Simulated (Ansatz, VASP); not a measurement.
# HgS in VASP and in Ansatz

Contents of POSCAR:

```
HgS
1.0
    0.0000000000      2.9289995691      2.9289995691
    2.9289995691      0.0000000000      2.9289995691
    2.9289995691      2.9289995691      0.0000000000
Hg S
1 1
Direct
    0.0000000000      0.0000000000      0.0000000000
    0.7500000000      0.7500000000      0.7500000000
```

The input INCAR.step1:

```
SYSTEM = HgS
PREC     = Accurate       ! precision mode
ENCUT    = 400            ! plane-wave cutoff, eV
EDIFF    = 1E-5           ! SCF threshold, eV
ISMEAR   = 0              ! smearing method
SIGMA    = 0.05           ! smearing width, eV
LREAL    = .FALSE.        ! projectors in reciprocal space
LASPH    = .TRUE.         ! aspherical terms in the spheres
NELM     = 120            ! most SCF steps
ALGO     = Normal         ! electronic algorithm
ISIF     = 2              ! what is computed and relaxed
LWAVE    = .TRUE.         ! write WAVECAR
LCHARG   = .FALSE.        ! write CHGCAR
GGA      = PE             ! functional
NBANDS   = 16             ! bands
GGA_COMPAT= .FALSE.
```

The input INCAR.step2:

```
SYSTEM = HgS
PREC     = Accurate       ! precision mode
ENCUT    = 400            ! plane-wave cutoff, eV
EDIFF    = 1E-6           ! SCF threshold, eV
ISMEAR   = 0              ! smearing method
SIGMA    = 0.05           ! smearing width, eV
LREAL    = .FALSE.        ! projectors in reciprocal space
LASPH    = .TRUE.         ! aspherical terms in the spheres
NELM     = 120            ! most SCF steps
ALGO     = Normal         ! electronic algorithm
ISIF     = 2              ! what is computed and relaxed
LWAVE    = .FALSE.        ! write WAVECAR
LCHARG   = .FALSE.        ! write CHGCAR
GGA      = PE             ! functional
LHFCALC  = .TRUE.         ! exact exchange
AEXX     = 0.3            ! exact-exchange fraction
HFSCREEN = 0.20787        ! screening, 1/A
PRECFOCK = Normal       
ISTART   = 1            
NBANDS   = 16             ! bands
GGA_COMPAT= .FALSE.
```

File KPOINTS:

```
regular mesh
0
G
  6 6 6
  0 0 0
```

Input for Ansatz:

```yaml
crystal:
  lattice:
    - [0.0, 2.9289995691, 2.9289995691]
    - [2.9289995691, 0.0, 2.9289995691]
    - [2.9289995691, 2.9289995691, 0.0]
  atoms:
    - { symbol: Hg, position: [0.0, 0.0, 0.0] }
    - { symbol: S, position: [0.75, 0.75, 0.75] }
basis:
  ecutwfc: 420
  ecutrho_ratio: 4
kpoints:
  mp_grid: { grid: [6, 6, 6] }
hamiltonian:
  xc: { preset: hse06, exx: { coeff: 0.3, omega: 0.20787 } }
scf:
  occupations: { method: gaussian, width: 0.05 }
  n_extra_bands: 9
output:
  forces: true
  stress: true
  eigenvalues: true
  populations: true
  dos: { projected: true, de: 0.02 }
```

Alike in both runs: task single point; functional PBE-based screened hybrid; k mesh 6 × 6 × 6; occupations gaussian, width 0.05 eV; no spin polarisation.

```csv
,VASP,Ansatz
version,VASP 6.6.1,Ansatz 0.2.0
potentials or method,"VASP PAW PBE potentials, release 64 (Hg, S), cutoff 400 eV","scalar-relativistic, plane waves, PAW"
valence electrons in the cell,18,26
```

```csv
,VASP,Ansatz,Ansatz less VASP
gap on the k mesh at the Fermi level (eV),0.62,0.62,-0.004
least direct gap on the mesh (eV),0.62,0.62,-0.004
pressure (GPa),2.0,1.8,-0.24
```

VASP's potentials were made for PBE, not for PBE-based screened hybrid. The functional is the same, so the differences come from potentials, cutoffs and numerics. VASP's potentials hold 18 valence electrons a cell and Ansatz's 26, so a difference there can come from the potentials and not from the codes. Ansatz's warnings: stress exchange threshold loose, stress scf threshold loose.

Neither program's run includes spin-orbit coupling.
